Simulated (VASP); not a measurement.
# BP (F-43m) in VASP: further runs, part 2 of 2

VASP 6.6.1. Earlier steps stand in the parts before.

### 4 Single point, PBE

Input file INCAR:

```
PREC     = Accurate       # precision mode
ENCUT    = 520            # plane-wave cutoff, eV
EDIFF    = 1E-6           # SCF threshold, eV
ISMEAR   = -1             # smearing method
SIGMA    = 0.005          # smearing width, eV
LREAL    = False          # projectors in reciprocal space
LASPH    = True           # aspherical terms in the spheres
NELM     = 80             # most SCF steps
ALGO     = Normal         # electronic algorithm
ISIF     = 2              # what is computed and relaxed
LWAVE    = False          # write WAVECAR
LCHARG   = False          # write CHGCAR
GGA      = PE             # functional
NBANDS   = 11             # bands
```

Input file KPOINTS:

```
Automatic mesh
0
Gamma
  8 8 8
```

Input file POSCAR:

```
BP
1.0
    0.0000000000      2.2690000000      2.2690000000
    2.2690000000      0.0000000000      2.2690000000
    2.2690000000      2.2690000000      0.0000000000
P B
1 1
Direct
    0.7500000000      0.7500000000      0.7500000000
    0.0000000000      0.0000000000      0.0000000000
```

Potentials or basis: VASP PAW PBE potentials, release 64 (P, B).

The run is started by

```bash
$ cat potpaw_PBE.64/P/POTCAR potpaw_PBE.64/B/POTCAR > POTCAR
$ mpirun -np 1 vasp_std > vasp.out
```

OUTCAR:

```text
PREC = Accurate
   ENCUT = 520
   EDIFF = 1E-6
   ISMEAR = -1
   LREAL = False
   LASPH = True
   NELM = 80
   ISIF = 2
   GGA = PE

 ion  position               nearest neighbor table
   1  0.750  0.750  0.750-   2 1.97   2 1.97   2 1.97   2 1.97
   2  0.000  0.000  0.000-   1 1.97   1 1.97   1 1.97   1 1.97

  LATTYP: Found a face centered cubic cell.
 ALAT       =     4.5380000000

  Lattice vectors:

 A1 = (   0.0000000000,   2.2690000000,   2.2690000000)
 A2 = (   2.2690000000,   0.0000000000,   2.2690000000)
 A3 = (   2.2690000000,   2.2690000000,   0.0000000000)

Analysis of symmetry for initial positions (statically):
=====================================================================
 Subroutine PRICEL returns:
 Original cell was already a primitive cell.

 Routine SETGRP: Setting up the symmetry group for a
 face centered cubic supercell.

 Subroutine GETGRP returns: Found 24 space group operations
 (whereof 24 operations were pure point group operations)
 out of a pool of 48 trial point group operations.

The static configuration has the point symmetry T_d .

Analysis of symmetry for dynamics (positions and initial velocities):
=====================================================================
 Subroutine PRICEL returns:
 Original cell was already a primitive cell.

 Routine SETGRP: Setting up the symmetry group for a
 face centered cubic supercell.

 Subroutine GETGRP returns: Found 24 space group operations
 (whereof 24 operations were pure point group operations)
 out of a pool of 48 trial point group operations.

The dynamic configuration has the point symmetry T_d .

 Subroutine INISYM returns: Found 24 space group operations
 (whereof 24 operations are pure point group operations),
 and found     1 'primitive' translations

----------------------------------------------------------------------------------------

                                     Primitive cell

  volume of cell :      23.3633

  direct lattice vectors                    reciprocal lattice vectors
     0.000000000  2.269000000  2.269000000    -0.220361393  0.220361393  0.220361393
     2.269000000  0.000000000  2.269000000     0.220361393 -0.220361393  0.220361393
     2.269000000  2.269000000  0.000000000     0.220361393  0.220361393 -0.220361393

  length of vectors
     3.208850573  3.208850573  3.208850573     0.381677128  0.381677128  0.381677128

  position of ions in fractional coordinates (direct lattice)
     0.750000000  0.750000000  0.750000000
     0.000000000  0.000000000  0.000000000

  ion indices of the primitive-cell ions
   primitive index   ion index
                 1           1
                 2           2

----------------------------------------------------------------------------------------

 KPOINTS: Automatic mesh

Automatic generation of k-mesh.
 Grid dimensions read from file:
 generate k-points for:    8    8    8

 Generating k-lattice:

  Cartesian coordinates                     Fractional coordinates (reciprocal lattice)
    -0.027545174  0.027545174  0.027545174     0.125000000  0.000000000  0.000000000
     0.027545174 -0.027545174  0.027545174     0.000000000  0.125000000  0.000000000
     0.027545174  0.027545174 -0.027545174     0.000000000  0.000000000  0.125000000

  Length of vectors
     0.047709641  0.047709641  0.047709641

  Shift w.r.t. Gamma in fractional coordinates (k-lattice)
     0.000000000  0.000000000  0.000000000

 Subroutine IBZKPT returns following result:
 ===========================================

 Found     29 irreducible k-points:

 Following reciprocal coordinates:
            Coordinates               Weight
  0.000000  0.000000  0.000000      1.000000
  0.125000  0.000000  0.000000      8.000000
  0.250000  0.000000  0.000000      8.000000
  0.375000  0.000000  0.000000      8.000000
  0.500000  0.000000  0.000000      4.000000
  0.125000  0.125000  0.000000      6.000000
[... 16 lines left out ...]
  0.500000  0.250000  0.125000     48.000000
 -0.375000  0.250000  0.125000     24.000000
 [... further k-points ...]
   k-points           NKPTS =     29   k-points in BZ     NKDIM =     29   number of bands    NBANDS=     11
   number of dos      NEDOS =    301   number of ions     NIONS =      2
   total plane-waves  NPLWV =  13824
   dimension x,y,z NGX =    24 NGY =   24 NGZ =   24
   dimension x,y,z NGXF=    48 NGYF=   48 NGZF=   48
   ions per type =               1   1
   NGX,Y,Z   is equivalent  to a cutoff of  12.43, 12.43, 12.43 a.u.
   NGXF,Y,Z  is equivalent  to a cutoff of  24.87, 24.87, 24.87 a.u.
 SYSTEM =  unknown system
   PREC   = accura    normal or accurate (medium, high low for compatibility)
   ISTART =      0    job   : 0-new  1-cont  2-samecut
   ICHARG =      2    charge: 1-file 2-atom 10-const
   ISPIN  =      1    spin polarized calculation?
   LNONCOLLINEAR =      F non collinear calculations
   LSORBIT =      F    spin-orbit coupling
   LASPH  =      T    aspherical Exc in radial PAW
   ENCUT  =  520.0 eV  38.22 Ry    6.18 a.u.   5.97  5.97  5.97*2*pi/ulx,y,z
   NELM   =     80;   NELMIN=  2; NELMDL= -5     # of ELM steps
   EDIFF  = 0.1E-05   stopping-criterion for ELM
   LREAL  =      F    real-space projection
   EDIFFG = 0.1E-04   stopping-criterion for IOM
   NSW    =      0    number of steps for IOM
   IBRION =     -1    ionic relax: 0-MD 1-quasi-New 2-CG
   NFREE  =      0    steps in history (QN), initial steepest desc. (CG)
   ISIF   =      2    stress and relaxation
   ISYM   =      2    0-nonsym 1-usesym 2-fastsym
   POTIM  = 0.5000    time-step for ionic-motion
   TEBEG  =    0.0;   TEEND  =   0.0 temperature during run
   PSTRESS=    0.0 pullay stress
   NELECT =       8.0000    total number of electrons
   NUPDOWN=      -1.0000    fix difference up-down
   EMIN   =  10.00;   EMAX   =-10.00  energy-range for DOS
   EFERMI =   0.00;   METHOD = LEGACY
   ISMEAR =    -1;   SIGMA  =   0.01  broadening in eV -4-tet -1-fermi 0-gaus
   EFERMI_NEDOS =   21; number of points for ismear=-14 and -15
   IALGO  =     38    algorithm
   IMIX   =      4    mixing-type and parameters
     AMIX     =   0.40;   BMIX     =  1.00
     AMIX_MAG =   1.60;   BMIX_MAG =  1.00
  volume/ion in A,a.u.               =      11.68        78.83
  Fermi-wavevector in a.u.,A,eV,Ry     =   1.145320  2.164342 17.847562  1.311759
  Thomas-Fermi vector in A             =   2.282009
   LORBIT       =      0    0 simple, 1 ext, 2 COOP (PROOUT), +10 PAW based schemes
   GGA     = PE    functional components
   LHFCALC =     F    Hartree Fock is set to
   AEXX    =    0.0000 exact exchange contribution
   IVDW    =     0    specifies the selected vdW correction
   LEPSILON=     F    determine dielectric tensor
   LRPA    =     F    only Hartree local field effects (RPA)
 non-spin polarized calculation
  energy-cutoff  :      520.00
  volume of cell :       23.36
 maximum number of plane-waves:       638
   NGX = 11   NGY = 11   NGZ = 11

 number of electron       8.0000000 magnetization

 Free energy of the ion-electron system (eV)
  ---------------------------------------------------
  ext. energy  EPLUGINS =         0.00000000
  ---------------------------------------------------
  free energy    TOTEN  =       -12.92861564 eV

  energy without entropy =      -12.92861564  energy(sigma->0) =      -12.92861564

 E-fermi :   7.5722     XC(G=0): -10.9068

 val. band max:        7.4338311718   @ k =   0.0000   0.0000   0.0000
 cond. band min:       8.7027888950   @ k =   0.3750   0.3750   0.0000
 fundamental gap:      1.2689577233
 Fermi energy:         7.5721633976

 k-point     1 :       0.0000    0.0000    0.0000
  band No.  band energies     occupation
      1      -8.0269      2.00000
      2       7.4338      2.00000
      3       7.4338      2.00000
      4       7.4338      2.00000
      5      10.8341      0.00000
      6      10.8341      0.00000
      7      10.8341      0.00000
      8      14.8081      0.00000
      9      18.9463      0.00000
     10      19.5619      0.00000
     11      19.5619      0.00000
[... 309 lines left out ...]
 k-point    24 :      -0.3750    0.2500    0.1250
  band No.  band energies     occupation
      1      -4.0447      2.00000
      2      -1.0147      2.00000
      3       2.9068      2.00000
      4       4.3178      2.00000
      5      11.6256      0.00000
      6      12.6323      0.00000
      7      15.7428      0.00000
      8      17.2234      0.00000
      9      17.8882      0.00000
     10      21.8536      0.00000
     11      24.2855      0.00000

 [... further k-points ...]

------------------------ aborting loop because EDIFF is reached ----------------------------------------

  FORCE on cell =-STRESS in cart. coord.  units (eV):
  Direction    XX          YY          ZZ          XY          YZ          ZX
  --------------------------------------------------------------------------------------
  -------------------------------------------------------------------------------------
  Total        0.1319899      0.1319899      0.1319899      0.0000000      0.0000000     -0.0000000
  in kB        9.0514433      9.0514433      9.0514433      0.0000000      0.0000000     -0.0000000
  external PRESSURE =       9.0514433 kB  Pullay stress =       0.0000000 kB

 VOLUME and BASIS-vectors are now :
 -----------------------------------------------------------------------------
  energy-cutoff  :      520.00
  volume of cell :       23.36
      direct lattice vectors                 reciprocal lattice vectors
     0.000000000  2.269000000  2.269000000    -0.220361393  0.220361393  0.220361393
     2.269000000  0.000000000  2.269000000     0.220361393 -0.220361393  0.220361393
     2.269000000  2.269000000  0.000000000     0.220361393  0.220361393 -0.220361393

 POSITION                                       TOTAL-FORCE (eV/Angst)
 -----------------------------------------------------------------------------------
      3.40350      3.40350      3.40350         0.000000      0.000000      0.000000
      0.00000      0.00000      0.00000        -0.000000     -0.000000     -0.000000
 -----------------------------------------------------------------------------------
    total drift:                               -0.000000     -0.000000     -0.000000

  FREE ENERGIE OF THE ION-ELECTRON SYSTEM (eV)
  ---------------------------------------------------
  free  energy   TOTEN  =       -12.9286156381 eV

  energy  without entropy=      -12.9286156381  energy(sigma->0) =      -12.92861564
```

Wall time 7.1 s (1 thread of AMD EPYC 7R43 (Zen 3), shared host); peak memory 0.09 GiB.

Results:

| Property | Result |
| --- | --- |
| Free energy | -12.9286 eV |
| Pressure | 0.9 GPa |
| Band gap on the k mesh | 1.27 eV, indirect (least direct gap 3.40 eV) |

Levels at points of the mesh, in eV from the valence-band top:
| k point | band 2 | band 3 | band 4 | band 5 | band 6 | band 7 |
| --- | --- | --- | --- | --- | --- | --- |
| (0.00, 0.00, 0.00) | 0.00 | 0.00 | 0.00 | 3.40 | 3.40 | 3.40 |
| (0.50, 0.00, 0.00) | -9.03 | -1.76 | -1.76 | 3.78 | 4.71 | 4.71 |
| (0.50, 0.50, 0.00) | -8.58 | -4.11 | -4.11 | 1.33 | 1.66 | 12.12 |

A k mesh can miss the band edges.

### 5 The runs side by side

```csv
smearing,gap on the mesh (eV),pressure (GPa)
fermi-dirac 0.025 eV,1.27,0.9
fermi-dirac 0.01 eV,1.27,0.9
fermi-dirac 0.005 eV,1.27,0.9
```

Alike in all rows: task single point; level PBE; potentials or basis VASP PAW PBE potentials, release 64 (P, B); no spin polarisation; cell as given; k mesh 8 × 8 × 8; cutoff (eV) 520.

On the cell as given the gap runs from 1.27 eV (PBE) to 1.27 eV (PBE).

Absolute energies hang on the potentials; compare differences alone.
